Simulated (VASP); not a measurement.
Here is a VASP 6.6.1 calculation.

File POSCAR:

```
AlN
1.0
    0.0000000000      2.1914311150      2.1848764855
    2.1848764855      0.0000000000      2.1848764855
    2.1848764855      2.1914311150      0.0000000000
Al N
1 1
Direct
    0.0000000000      0.0000000000      0.0000000000
    0.7500000000      0.7500000000      0.7500000000
```

The input INCAR.step1:

```
ALGO     = Normal         # electronic algorithm
EDIFF    = 1E-4           # SCF threshold, eV
ENCUT    = 520            # plane-wave cutoff, eV
GGA      = PE             # functional
ISMEAR   = 0              # smearing method
LASPH    = T              # aspherical terms in the spheres
LCHARG   = F              # write CHGCAR
LREAL    = F              # projectors in reciprocal space
LWAVE    = T              # write WAVECAR
NBANDS   = 11             # bands
NELM     = 60             # most SCF steps
PREC     = Accurate       # precision mode
SIGMA    = 0.01           # smearing width, eV
```

File INCAR.step2:

```
ALGO     = Normal         # electronic algorithm
EDIFF    = 1E-6           # SCF threshold, eV
ENCUT    = 520            # plane-wave cutoff, eV
ISIF     = 2              # what is computed and relaxed
ISMEAR   = 0              # smearing method
ISTART   = 1            
LASPH    = T              # aspherical terms in the spheres
LCHARG   = F              # write CHGCAR
LMIXTAU  = T            
LREAL    = F              # projectors in reciprocal space
LWAVE    = F              # write WAVECAR
METAGGA  = R2SCAN         # meta-GGA
NBANDS   = 11             # bands
NELM     = 60             # most SCF steps
PREC     = Accurate       # precision mode
SIGMA    = 0.01           # smearing width, eV
```

Contents of KPOINTS:

```
k-points
0
Gamma
  10 10 10
```

Potentials or basis: VASP PAW PBE potentials, release 64 (Al, N).

The run is started by

```console
$ cat potpaw_PBE.64/Al/POTCAR potpaw_PBE.64/N/POTCAR > POTCAR
$ cp INCAR.step1 INCAR
$ mpirun -np 1 vasp_std > vasp.out
$ cp INCAR.step2 INCAR
$ mpirun -np 1 vasp_std > vasp.out
```

(1) What does it give for the pressure?

(2) What does it give for the band gap on the k mesh?

## Answers

(1) -1.0 GPa.

(2) 3.92 eV, indirect (least direct gap 4.85 eV).

Caveat: the cell differs from its parent crystal (uniaxial y strain +0.3%); the PAW data sets were made with another functional, which shifts forces and pressure a little.
